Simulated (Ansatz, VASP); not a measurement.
# Two plane-wave programs on BaTe

```
CELL_PARAMETERS angstrom
0.00000 3.53226 3.53226
3.53226 0.00000 3.53226
3.53226 3.53226 0.00000
ATOMIC_POSITIONS crystal
Ba 0.00000 0.00000 0.00000
Te 0.50000 0.50000 0.50000
```

Alike in both runs: functional PBE; k mesh 8 × 8 × 8; occupations gaussian, width 0.02 eV; no spin polarisation.

Ansatz relaxed the structure, and its values are those at the end. VASP's run is a single point on that final structure, the one shown.

|  | VASP | Ansatz |
| --- | --- | --- |
| version | VASP 6.6.1 | Ansatz 0.2.0 |
| potentials or method | VASP PAW PBE potentials, release 64 (Ba_sv, Te), cutoff 520 eV | scalar-relativistic, plane waves, PAW |
| valence electrons in the cell | 16 | 26 |

Ansatz gave:

| Property | Result |
| --- | --- |
| gap on the k mesh at the Fermi level (eV) | 1.66 |
| least direct gap on the mesh (eV) | 2.01 |
| pressure (GPa) | 0.0 |

Problem. What did VASP give for the same quantities?

Solution. gap on the k mesh at the Fermi level (eV): 1.58; least direct gap on the mesh (eV): 1.96; pressure (GPa): 0.3.

With one functional, cell and mesh, what is left measures potentials, basis and numerics. VASP's potentials hold 16 valence electrons a cell and Ansatz's 26, so a difference there can come from the potentials and not from the codes.

Spin-orbit coupling is off throughout.
